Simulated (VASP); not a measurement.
BN:

```
B N
1.0
     0.00000    1.80482    1.80482
     1.80482    0.00000    1.80482
     1.80482    1.80482    0.00000
B N
1 1
Direct
  0.00000 0.00000 0.00000
  0.75000 0.75000 0.75000
```

Base run:

- Program: VASP 6.6.1
- Functional: PBE
- Potentials or basis: VASP PAW PBE potentials, release 64 (B, N)
- Cutoff: 520 eV
- k mesh: 8 × 8 × 8
- Occupations: gaussian, width 0.01 eV
- Spin: no spin polarisation

Its results: band gap on the k mesh 4.46 eV, indirect (least direct gap 8.84 eV); pressure 5.0 GPa.

Q: The run is repeated on the same cell with these changes: functional from PBE to r2SCAN. What comes out?

A: Band gap on the k mesh 4.98 eV, indirect (least direct gap 9.55 eV); pressure 1.1 GPa.

r2SCAN gives the wider gap, since meta-GGAs in the generalised Kohn-Sham scheme recover part of the derivative discontinuity.

Caveats: the PAW data sets were made with another functional, which shifts forces and pressure a little (some runs).

A k mesh can miss the band edges.
